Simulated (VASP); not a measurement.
# Nd4O (Cmmm) in VASP: a series of runs

Nd4O is run at these levels: PBE; tasks: single point, relaxation of cell and atoms.

Program: VASP 6.6.1. These are calculated values, not measurements. Logs are shortened: lines on timing, memory, paths and dates and some standing lists are left out, and cuts for length are marked.

**1. The cell of the first run**

The structure is orthorhombic, space group Cmmm (No. 65). The conventional cell has a = 7.362 Å, b = 10.571 Å, c = 3.690 Å, α = 90.00°, β = 90.00°, γ = 90.00°. Within 3.7 Å of Nd (site symmetry 2mm) lie 2 O at 2.52 Å and 7 Nd at 3.42 to 3.69 Å. Nd (site symmetry m2m) has 1 O at 2.51 Å within 3.3 Å. Within 3.3 Å of O (site symmetry mmm) lie 6 Nd at 2.51 to 2.52 Å.

The cell was generated, and may not be a known phase.

**2. Single point, PBE**

The input, INCAR:

```
SYSTEM = Nd4O
PREC = Accurate ; ENCUT = 600
EDIFF = 1E-6 ; ISMEAR = 0
SIGMA = 0.1 ; LREAL = .FALSE.
LASPH = .TRUE. ; NELM = 200
ALGO = Normal ; ISIF = 2
LWAVE = .FALSE. ; LCHARG = .FALSE.
GGA = PE ; NBANDS = 33
GGA_COMPAT = .FALSE. ; LMAXMIX = 6
```

The input, KPOINTS:

```
regular mesh
0
G
  4 4 6
  0 0 0
```

The input, POSCAR:

```
Nd4O
1.0
    5.2854170480     -3.6810482261      0.0000000000
    5.2854170480      3.6810482261      0.0000000000
    0.0000000000      0.0000000000      3.6900409046
Nd O
4 1
Direct
    0.7677024570      0.2322975430      0.5000000000
    0.2322975430      0.7677024570      0.5000000000
    0.2369906019      0.2369906019      0.0000000000
    0.7630093981      0.7630093981      0.0000000000
    0.0000000000      0.0000000000      0.0000000000
```

Potentials or basis: VASP PAW PBE potentials, release 64 (Nd_3, O), 4f in core.

Launch:

```console
$ cat potpaw_PBE.64/Nd_3/POTCAR potpaw_PBE.64/O/POTCAR > POTCAR
$ mpirun -np 1 vasp_std > vasp.out
```

OUTCAR:

```text
SYSTEM = Nd4O
   PREC = Accurate
   ENCUT = 600
   EDIFF = 1E-6
   ISMEAR = 0
   LREAL = .FALSE.
   LASPH = .TRUE.
   NELM = 200
   ISIF = 2
   GGA = PE

 ion  position               nearest neighbor table
   1  0.768  0.232  0.500-   5 2.52   5 2.52   2 3.42   3 3.55   3 3.55   4 3.55   4 3.55
   2  0.232  0.768  0.500-   5 2.52   5 2.52   1 3.42   3 3.55   3 3.55   4 3.55   4 3.55
   3  0.237  0.237  0.000-   5 2.51   2 3.55   1 3.55   1 3.55   2 3.55   4 3.69   4 3.69
   4  0.763  0.763  0.000-   5 2.51   2 3.55   1 3.55   1 3.55   2 3.55   3 3.69   3 3.69
   5  0.000  0.000  0.000-   3 2.51   4 2.51   1 2.52   2 2.52   1 2.52   2 2.52

  LATTYP: Found a base centered orthorhombic cell.
 ALAT       =     7.3620964522
 B/A-ratio  =     1.4358456405
 C/A-ratio  =     0.5012214834

  Lattice vectors:

 A1 = (  -5.2854170480,  -3.6810482261,   0.0000000000)
 A2 = (   5.2854170480,  -3.6810482261,   0.0000000000)
 A3 = (   0.0000000000,   0.0000000000,   3.6900409046)

Analysis of symmetry for initial positions (statically):
=====================================================================
 Subroutine PRICEL returns:
 Original cell was already a primitive cell.

 Routine SETGRP: Setting up the symmetry group for a
 base centered orthorhombic supercell.

 Subroutine GETGRP returns: Found  8 space group operations
 (whereof  8 operations were pure point group operations)
 out of a pool of  8 trial point group operations.

The static configuration has the point symmetry D_2h.

Analysis of symmetry for dynamics (positions and initial velocities):
=====================================================================
 Subroutine PRICEL returns:
 Original cell was already a primitive cell.

 Routine SETGRP: Setting up the symmetry group for a
 base centered orthorhombic supercell.

 Subroutine GETGRP returns: Found  8 space group operations
 (whereof  8 operations were pure point group operations)
 out of a pool of  8 trial point group operations.

The dynamic configuration has the point symmetry D_2h.

 Subroutine INISYM returns: Found  8 space group operations
 (whereof  8 operations are pure point group operations),
 and found     1 'primitive' translations

----------------------------------------------------------------------------------------

                                     Primitive cell

  volume of cell :     143.5859

  direct lattice vectors                    reciprocal lattice vectors
     5.285417048 -3.681048226  0.000000000     0.094599914 -0.135830875  0.000000000
     5.285417048  3.681048226  0.000000000     0.094599914  0.135830875  0.000000000
     0.000000000  0.000000000  3.690040905     0.000000000  0.000000000  0.270999706

  length of vectors
     6.440943208  6.440943208  3.690040905     0.165526947  0.165526947  0.270999706

  position of ions in fractional coordinates (direct lattice)
     0.767702457  0.232297543  0.500000000
     0.232297543  0.767702457  0.500000000
     0.236990602  0.236990602  0.000000000
     0.763009398  0.763009398  0.000000000
     0.000000000  0.000000000  0.000000000

  ion indices of the primitive-cell ions
   primitive index   ion index
                 1           1
                 2           2
                 3           3
                 4           4
                 5           5

----------------------------------------------------------------------------------------

 KPOINTS: regular mesh

Automatic generation of k-mesh.
 Grid dimensions read from file:
 generate k-points for:    4    4    6

 Generating k-lattice:

  Cartesian coordinates                     Fractional coordinates (reciprocal lattice)
     0.023649979 -0.033957719  0.000000000     0.250000000  0.000000000  0.000000000
     0.023649979  0.033957719  0.000000000     0.000000000  0.250000000  0.000000000
     0.000000000  0.000000000  0.045166618     0.000000000  0.000000000  0.166666667

  Length of vectors
     0.041381737  0.041381737  0.045166618

  Shift w.r.t. Gamma in fractional coordinates (k-lattice)
     0.000000000  0.000000000  0.000000000

 Subroutine IBZKPT returns following result:
 ===========================================

 Found     28 irreducible k-points:

 Following reciprocal coordinates:
            Coordinates               Weight
  0.000000  0.000000  0.000000      1.000000
  0.250000  0.000000  0.000000      4.000000
  0.500000  0.000000  0.000000      2.000000
  0.250000  0.250000  0.000000      2.000000
  0.500000  0.250000  0.000000      4.000000
 -0.250000  0.250000  0.000000      2.000000
[... 16 lines left out ...]
  0.250000  0.000000  0.500000      4.000000
  0.500000  0.000000  0.500000      2.000000
 [... further k-points ...]
   k-points           NKPTS =     28   k-points in BZ     NKDIM =     28   number of bands    NBANDS=     33
   number of dos      NEDOS =    301   number of ions     NIONS =      5
   total plane-waves  NPLWV =  87480
   dimension x,y,z NGX =    54 NGY =   54 NGZ =   30
   dimension x,y,z NGXF=   108 NGYF=  108 NGZF=   60
   ions per type =               4   1
   NGX,Y,Z   is equivalent  to a cutoff of  13.94, 13.94, 13.52 a.u.
   NGXF,Y,Z  is equivalent  to a cutoff of  27.88, 27.88, 27.03 a.u.
 SYSTEM =  Nd4O
   PREC   = accura    normal or accurate (medium, high low for compatibility)
   ISTART =      0    job   : 0-new  1-cont  2-samecut
   ICHARG =      2    charge: 1-file 2-atom 10-const
   ISPIN  =      1    spin polarized calculation?
   LNONCOLLINEAR =      F non collinear calculations
   LSORBIT =      F    spin-orbit coupling
   LASPH  =      T    aspherical Exc in radial PAW
   ENCUT  =  600.0 eV  44.10 Ry    6.64 a.u.  12.86 12.86  7.37*2*pi/ulx,y,z
   NELM   =    200;   NELMIN=  2; NELMDL= -5     # of ELM steps
   EDIFF  = 0.1E-05   stopping-criterion for ELM
   LREAL  =      F    real-space projection
   EDIFFG = 0.1E-04   stopping-criterion for IOM
   NSW    =      0    number of steps for IOM
   IBRION =     -1    ionic relax: 0-MD 1-quasi-New 2-CG
   NFREE  =      0    steps in history (QN), initial steepest desc. (CG)
   ISIF   =      2    stress and relaxation
   ISYM   =      2    0-nonsym 1-usesym 2-fastsym
   POTIM  = 0.5000    time-step for ionic-motion
   TEBEG  =    0.0;   TEEND  =   0.0 temperature during run
   PSTRESS=    0.0 pullay stress
   NELECT =      50.0000    total number of electrons
   NUPDOWN=      -1.0000    fix difference up-down
   EMIN   =  10.00;   EMAX   =-10.00  energy-range for DOS
   EFERMI =   0.00;   METHOD = LEGACY
   ISMEAR =     0;   SIGMA  =   0.10  broadening in eV -4-tet -1-fermi 0-gaus
   EFERMI_NEDOS =   21; number of points for ismear=-14 and -15
   IALGO  =     38    algorithm
   IMIX   =      4    mixing-type and parameters
     AMIX     =   0.40;   BMIX     =  1.00
     AMIX_MAG =   1.60;   BMIX_MAG =  1.00
  volume/ion in A,a.u.               =      28.72       193.79
  Fermi-wavevector in a.u.,A,eV,Ry     =   1.151757  2.176505 18.048729  1.326544
  Thomas-Fermi vector in A             =   2.288413
   LORBIT       =      0    0 simple, 1 ext, 2 COOP (PROOUT), +10 PAW based schemes
   GGA     = PE    functional components
   LHFCALC =     F    Hartree Fock is set to
   AEXX    =    0.0000 exact exchange contribution
   IVDW    =     0    specifies the selected vdW correction
   LEPSILON=     F    determine dielectric tensor
   LRPA    =     F    only Hartree local field effects (RPA)
 non-spin polarized calculation
 Gauss-broadening in eV      SIGMA  =   0.10
  energy-cutoff  :      600.00
  volume of cell :      143.59
 maximum number of plane-waves:      4816
 NGX is ok and might be reduce to    54
   NGX = 25   NGY = 25   NGZ = 15

 number of electron      49.9999996 magnetization

 Free energy of the ion-electron system (eV)
  ---------------------------------------------------
  ext. energy  EPLUGINS =         0.00000000
  ---------------------------------------------------
  free energy    TOTEN  =       -28.92793808 eV

  energy without entropy =      -28.89831538  energy(sigma->0) =      -28.91312673

 E-fermi :   3.5769     XC(G=0):  -9.8467

 val. band max:        3.5490680198   @ k =   0.2500   0.0000   0.3333
 cond. band min:       3.5823873275   @ k =   0.5000   0.2500   0.3333
 fundamental gap:      0.0333193077
 Fermi energy:         3.5769383903

 k-point     1 :       0.0000    0.0000    0.0000
  band No.  band energies     occupation
      1     -34.3270      2.00000
      2     -34.2051      2.00000
      3     -34.1610      2.00000
      4     -34.1413      2.00000
      5     -17.2011      2.00000
      6     -15.9387      2.00000
[... 25 lines left out ...]
     32       5.9993      0.00000
     33       6.8259      0.00000

 k-point     2 :       0.2500    0.0000    0.0000
  band No.  band energies     occupation
      1     -34.3144      2.00000
      2     -34.2112      2.00000
      3     -34.1673      2.00000
      4     -34.1420      2.00000
      5     -17.1587      2.00000
      6     -15.8813      2.00000
[... 25 lines left out ...]
     32       5.8409      0.00000
     33       6.6979      0.00000

 k-point     3 :       0.5000    0.0000    0.0000
  band No.  band energies     occupation
      1     -34.2978      2.00000
      2     -34.2235      2.00000
      3     -34.1705      2.00000
      4     -34.1437      2.00000
      5     -17.1136      2.00000
      6     -15.8173      2.00000
[... 25 lines left out ...]
     32       5.6353      0.00000
     33       6.1822      0.00000

 k-point     4 :       0.2500    0.2500    0.0000
  band No.  band energies     occupation
      1     -34.3095      2.00000
      2     -34.2053      2.00000
      3     -34.1764      2.00000
      4     -34.1440      2.00000
      5     -17.1546      2.00000
      6     -15.8288      2.00000
[... 673 lines left out ...]
     32       5.6899      0.00000
     33       6.8836      0.00000

 k-point    23 :       0.2500    0.0000    0.5000
  band No.  band energies     occupation
      1     -34.2194      2.00000
      2     -34.1682      2.00000
      3     -34.1566      2.00000
      4     -34.1288      2.00000
      5     -17.2048      2.00000
      6     -15.8348      2.00000
[... 25 lines left out ...]
     32       6.4414      0.00000
     33       7.0288      0.00000

 k-point    24 :       0.5000    0.0000    0.5000
  band No.  band energies     occupation
      1     -34.2151      2.00000
      2     -34.1726      2.00000
      3     -34.1434      2.00000
      4     -34.1420      2.00000
      5     -17.2273      2.00000
      6     -15.8420      2.00000
[... 25 lines left out ...]
     32       6.5885      0.00000
     33       6.8912      0.00000

 [... further k-points ...]

------------------------ aborting loop because EDIFF is reached ----------------------------------------

  FORCE on cell =-STRESS in cart. coord.  units (eV):
  Direction    XX          YY          ZZ          XY          YZ          ZX
  --------------------------------------------------------------------------------------
  -------------------------------------------------------------------------------------
  Total        0.2296518      0.1964740      0.1692702     -0.0000000      0.0000000      0.0000000
  in kB        2.5625274      2.1923193      1.8887706     -0.0000000      0.0000000      0.0000000
  external PRESSURE =       2.2145391 kB  Pullay stress =       0.0000000 kB

 VOLUME and BASIS-vectors are now :
 -----------------------------------------------------------------------------
  energy-cutoff  :      600.00
  volume of cell :      143.59
      direct lattice vectors                 reciprocal lattice vectors
     5.285417048 -3.681048226  0.000000000     0.094599914 -0.135830875  0.000000000
     5.285417048  3.681048226  0.000000000     0.094599914  0.135830875  0.000000000
     0.000000000  0.000000000  3.690040905     0.000000000  0.000000000  0.270999706

 POSITION                                       TOTAL-FORCE (eV/Angst)
 -----------------------------------------------------------------------------------
      5.28542     -1.97085      1.84502         0.000000      0.011324      0.000000
      5.28542      1.97085      1.84502         0.000000     -0.011324     -0.000000
      2.50519      0.00000      0.00000         0.006797      0.000000     -0.000000
      8.06565      0.00000      0.00000        -0.006797      0.000000     -0.000000
      0.00000      0.00000      0.00000         0.000000      0.000000     -0.000000
 -----------------------------------------------------------------------------------
    total drift:                                0.000000      0.000000      0.000000

  FREE ENERGIE OF THE ION-ELECTRON SYSTEM (eV)
  ---------------------------------------------------
  free  energy   TOTEN  =       -28.9279380790 eV

  energy  without entropy=      -28.8983153818  energy(sigma->0) =      -28.91312673
```

Run time: 2.4 min. Hardware: 1 thread of Intel Xeon Platinum 8375C at 2.90GHz (Ice Lake), shared host; peak memory 0.35 GiB.

Results:

* Free energy: -28.9279 eV
* Pressure: 0.2 GPa
* Largest force: 0.011 eV/Å
* Band gap on the k mesh: zero (bands 25 and 26 overlap by 0.69 eV)

Forces in eV/Å, atoms in the order of the input:
```
Nd   0.000  0.011  0.000
Nd   0.000 -0.011  0.000
Nd   0.007  0.000  0.000
Nd  -0.007  0.000  0.000
O    0.000  0.000  0.000
```

Caveat: spin-orbit coupling is left out, which moves the levels of the heavy elements; the 4f electrons are frozen in the core, so they carry no moment and show no levels; the run has no spin polarisation, though such a crystal can be magnetic. With open d or f shells a metallic result of PBE can be an artefact of self-interaction; +U or a hybrid may open a gap.

[end of part 1 of 3]

The gap in the log of VASP goes by the Fermi energy; the results here count the filled bands.